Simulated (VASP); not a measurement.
As, 2 atoms in the cell. The cell holds a slab with vacuum, 2 atoms: a = 3.572 Å, b = 3.572 Å, c = 28.574 Å, α = 90.00°, β = 90.00°, γ = 120.00°. 

```yaml
Program: VASP 6.6.1
Task: single point
Functional: PBE
Dispersion: D3(BJ)
Potentials_or_basis: VASP PAW PBE potentials, release 64 (As)
Cutoff: 520 eV
k_mesh: 9 × 9 × 1
Occupations: gaussian, width 0.02 eV
Spin: non-collinear spin, zero start, spin-orbit coupling
Starting_moments: "[[0.0, 0.0, 0.0], [0.0, 0.0, 0.0]] μB"
Dipole_correction: yes
Further_INCAR_settings: ALGO = Normal; EDIFF = 1e-06; NBANDS = 22
```

Potentials or basis: VASP PAW PBE potentials, release 64 (As).

Run with:

```sh
$ cat potpaw_PBE.64/As/POTCAR > POTCAR
$ mpirun -np 1 vasp_ncl > vasp.out
```

Hardware: 1 thread of Intel Xeon 8259CL, with other jobs on the host.

Task: How long does it take, and how much memory?

Result: Wall time 11 min on 1 thread of Intel Xeon 8259CL, with other jobs on the host, peak memory 1 GiB. Counts: scf iterations 22, k points 12.
